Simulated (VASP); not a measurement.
Here is a VASP 6.6.1 calculation.

File INCAR:

```
SYSTEM = SrB
PREC = Accurate
ENCUT = 520
EDIFF = 1E-7
ISMEAR = 0
SIGMA = 0.05
LREAL = .False.
LASPH = .True.
NELM = 100
ALGO = Normal
ISIF = 2
LWAVE = .False.
LCHARG = .True.
GGA = PS
LELF = .True.
LVHAR = .True.
NBANDS = 14
```

Contents of KPOINTS:

```
Automatic mesh
0
Gamma
  10 10 10
  0 0 0
```

File POSCAR:

```
SrB
1.0
    0.0000000000      2.9603921509      2.9603921509
    2.9603921509      0.0000000000      2.9603921509
    2.9603921509      2.9603921509      0.0000000000
Sr B
1 1
Direct
    0.5000000000      0.5000000000      0.5000000000
    0.0000000000      0.0000000000      0.0000000000
```

Potentials or basis: VASP PAW PBE potentials, release 64 (Sr_sv, B).

Command:

```bash
$ cat potpaw_PBE.64/Sr_sv/POTCAR potpaw_PBE.64/B/POTCAR > POTCAR
$ mpirun -np 1 vasp_std > vasp.out
```

(1) Estimate the pressure.

## Answers

(1) -0.7 GPa.

Caveat: the PAW data sets were made with another functional, which shifts forces and pressure a little.
